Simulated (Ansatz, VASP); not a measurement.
## HfO2: VASP beside Ansatz

Contents of INCAR:

```
SYSTEM = HfO2
ALGO = Normal ; EDIFF = 1E-6
ENCUT = 520 ; GGA = PE
ISIF = 2 ; ISMEAR = 0
LASPH = .TRUE. ; LCHARG = .TRUE.
LELF = .TRUE. ; LREAL = .FALSE.
LVHAR = .TRUE. ; LWAVE = .FALSE.
NBANDS = 18 ; NELM = 100
PREC = Accurate ; SIGMA = 0.05
```

Contents of KPOINTS:

```
k-points
0
G
  12 12 6
  0 0 0
```

File POSCAR:

```
HfO2
1.0
    3.1779523455     -0.0345923422     -0.0554131576
   -1.6189340200      2.8269080223      0.0632669463
   -0.0954452226      0.0707256432      5.6463114691
Hf O
1 2
Direct
    0.0466313570      0.0230018654      0.0077490425
    0.2774020316      0.6600141141      0.1565561226
    0.6759666114      0.3169840205      0.8356948349
```

Input for Ansatz:

```yaml
crystal:
  lattice:
    - [3.1779523455, -0.0345923422, -0.0554131576]
    - [-1.61893402, 2.8269080223, 0.0632669463]
    - [-0.0954452226, 0.0707256432, 5.6463114691]
  atoms:
    - { symbol: Hf, position: [0.046631357, 0.0230018654, 0.0077490425] }
    - { symbol: O, position: [0.2774020316, 0.6600141141, 0.1565561226] }
    - { symbol: O, position: [0.6759666114, 0.3169840205, 0.8356948349] }
basis:
  ecutwfc: 420
  ecutrho_ratio: 4
kpoints:
  mp_grid: { grid: [12, 12, 6] }
hamiltonian:
  xc: pbe
scf:
  occupations: { method: gaussian, width: 0.05 }
output:
  forces: true
  stress: true
  eigenvalues: true
```

Change from the starting cell: all atoms moved at random (sigma 0.1 Å), cell strained at random (1 %).

Alike in both runs: task single point; functional PBE; k mesh 12 × 12 × 6; occupations gaussian, width 0.05 eV; no spin polarisation.

|  | VASP | Ansatz |
| --- | --- | --- |
| version | VASP 6.6.1 | Ansatz 0.2.0 |
| potentials or method | VASP PAW PBE potentials, release 64 (Hf_pv, O), cutoff 520 eV | scalar-relativistic, plane waves, PAW |
| valence electrons in the cell | 22 | 38 |

Ansatz gave:

```
gap on the k mesh at the Fermi level (eV)                     : 4.64
least direct gap on the mesh (eV)                             : 5.07
pressure (GPa)                                                : 18.1
traceless stress, the component that is largest in VASP (GPa) : 15.17
rms of the force components (eV/Å)                            : 2.386
```

**Question.** Estimate VASP's values.

**Answer.** gap on the k mesh at the Fermi level (eV): 4.67; least direct gap on the mesh (eV): 5.11; pressure (GPa): 16.2; traceless stress, the component that is largest in VASP (GPa): 15.15; rms of the force components (eV/Å): 2.348.

Atom by atom the forces differ by 0.090 eV/Å (rms over components). VASP's potentials hold 22 valence electrons a cell and Ansatz's 38, so a difference there can come from the potentials and not from the codes.

Neither program's run includes spin-orbit coupling.
